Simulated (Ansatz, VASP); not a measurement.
# Nb: VASP beside Ansatz

INCAR

```
SYSTEM = Nb
PREC = Accurate ; ENCUT = 520
EDIFF = 1E-6 ; ISMEAR = 0
SIGMA = 0.1 ; LREAL = .False.
LASPH = .True. ; NELM = 60
ALGO = Normal ; ISIF = 2
LWAVE = .False. ; LCHARG = .False.
GGA = PE ; NBANDS = 12
```

File KPOINTS:

```
Automatic mesh
0
Gamma
  18 18 18
  0 0 0
```

The input POSCAR:

```
Nb
1.0
   -1.6880281659      1.6880281659      1.6880281659
    1.6880281659     -1.6880281659      1.6880281659
    1.6880281659      1.6880281659     -1.6880281659
Nb
1
Direct
    0.0000000000      0.0000000000      0.0000000000
```

Input for Ansatz:

```yaml
crystal:
  lattice:
    - [-1.6880281658, 1.6880281658, 1.6880281658]
    - [1.6880281658, -1.6880281658, 1.6880281658]
    - [1.6880281658, 1.6880281658, -1.6880281658]
  atoms:
    - { symbol: Nb, position: [0.0, 0.0, 0.0] }
basis:
  ecutwfc: 420
kpoints:
  mp_grid: { grid: [18, 18, 18] }
hamiltonian:
  xc: pbe
scf:
  occupations: { method: gaussian, width: 0.1 }
output:
  forces: true
  stress: true
  eigenvalues: true
```

Alike in both runs: task single point; functional PBE; k mesh 18 × 18 × 18; occupations gaussian, width 0.1 eV; no spin polarisation.

```csv
,VASP,Ansatz
version,VASP 6.6.1,Ansatz 0.2.0
potentials or method,"VASP PAW PBE potentials, release 64 (Nb_sv), cutoff 520 eV","scalar-relativistic, plane waves, PAW"
valence electrons in the cell,13,13
```

```csv
,VASP,Ansatz,Ansatz less VASP
gap on the k mesh at the Fermi level (eV),none,none,-
pressure (GPa),-9.2,-8.9,+0.28
```

A gap of «none» marks a metal or a gap that the smearing closes. The functional is the same, so the differences come from potentials, cutoffs and numerics.
